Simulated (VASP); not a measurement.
BeS2:

```
Be S
1.0
    -1.99784    1.99784    3.27666
     1.99784   -1.99784    3.27666
     1.99784    1.99784   -3.27666
Be S
1 2
Direct
  0.00000 0.00000 0.00000
  0.59300 0.59300 0.00000
  0.40700 0.40700 0.00000
```

- Program: VASP 6.6.1
- Task: relaxation of cell and atoms
- Functional: PBE
- Potentials or basis: VASP PAW PBE potentials, release 64 (Be, S)
- Cutoff: 600 eV
- k mesh: 6 × 6 × 6
- Occupations: gaussian, width 0.1 eV
- Spin: no spin polarisation

At the start: pressure 178.4 GPa; volume 17.44 Å³/atom.

How do energy, volume and symmetry change on relaxing?

Over 46 steps the energy falls by 10057.9 meV/atom and the volume is 16.21 Å³/atom (-7.0 %); space group I4/mmm (No. 139, to 0.05 Å).

Step by step:
```csv
step,energy change (eV),largest force (eV/Å),pressure (GPa),volume (Å³)
1,0.0000,143.7481,178.40,52.31
3,-14.0003,0.0700,-7.57,196.26
5,11928.1840,301742.5601,5419.50,122.03
7,-30.2748,0.4908,7.84,52.36
9,-26.2464,2.7245,-11.97,104.56
11,-27.0188,8.3012,2.16,95.31
13,-27.9153,0.9476,-8.73,98.24
15,-29.0233,1.6798,-5.07,81.47
17,-29.7968,1.7418,-2.05,69.57
19,-29.9656,1.5340,2.63,62.35
21,-30.0261,0.1348,-0.83,63.34
23,-30.0318,0.0987,-0.61,62.43
25,-30.0399,0.1491,0.32,60.22
27,-30.0615,0.9091,2.53,55.82
29,-30.0487,1.3459,3.82,54.45
31,-30.0505,1.3504,3.86,54.27
33,-30.0580,1.3682,4.05,53.46
35,-30.0765,1.4651,5.28,50.25
37,-30.0847,1.3467,7.30,45.25
39,-30.1235,0.5633,5.45,44.33
41,-30.1697,0.2479,-0.93,49.64
43,-30.1727,0.0773,0.24,48.43
45,-30.1737,0.0476,0.16,48.66
46,-30.1737,0.0367,0.17,48.64
```

Final structure:
```cif
data_structure
_symmetry_space_group_name_H-M 'P 1'
_symmetry_Int_Tables_number 1
_cell_length_a 5.4547
_cell_length_b 5.4547
_cell_length_c 5.4547
_cell_angle_alpha 146.733
_cell_angle_beta 146.733
_cell_angle_gamma 47.760
_cell_volume 48.64
loop_
_atom_site_label
_atom_site_type_symbol
_atom_site_fract_x
_atom_site_fract_y
_atom_site_fract_z
_atom_site_occupancy
Be1 Be 0.00000 0.00000 0.00000 1
S1 S 0.60801 0.60801 0.00000 1
S2 S 0.39199 0.39199 0.00000 1
```

Caveat: the k points lie up to 0.47 Å⁻¹ apart in the final cell.
